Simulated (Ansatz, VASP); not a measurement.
Ca3C8 in VASP and in Ansatz

```xyz
11
Lattice="5.2906 0.0000 0.0000 -2.6453 4.5818 0.0000 0.0000 0.0000 4.3558" Properties=species:S:1:pos:R:3 pbc="T T T"
Ca    2.6453    0.0000    2.1779
Ca   -1.3227    2.2909    2.1779
Ca    1.3227    2.2909    2.1779
C     2.6453    3.0568    0.0000
C     3.9699    0.7625    0.0000
C     0.0000    3.0545    0.0000
C     1.3207    0.7625    0.0000
C     1.3246    3.8193    0.0000
C     2.6453    1.5273    0.0000
C    -1.3246    3.8193    0.0000
C     0.0000    1.5250    0.0000
```

Alike in both runs: functional PBE; k mesh 6 × 6 × 6; occupations gaussian, width 0.1 eV; no spin polarisation.

Ansatz relaxed the structure, and its values are those at the end. VASP's run is a single point on that final structure, the one shown.

|  | VASP | Ansatz |
| --- | --- | --- |
| version | VASP 6.6.1 | Ansatz 0.2.0 |
| potentials or method | VASP PAW PBE potentials, release 64 (Ca_sv, C), cutoff 520 eV | scalar-relativistic, plane waves, PAW |
| valence electrons in the cell | 62 | 62 |

```csv
,VASP,Ansatz,Ansatz less VASP
gap on the k mesh at the Fermi level (eV),none,none,-
pressure (GPa),0.8,0.0,-0.76
rms of the force components (eV/Å),0.004,0.000,-0.0044
```

A gap of «none» marks a metal or a gap that the smearing closes. The functional is the same, so the differences come from potentials, cutoffs and numerics.
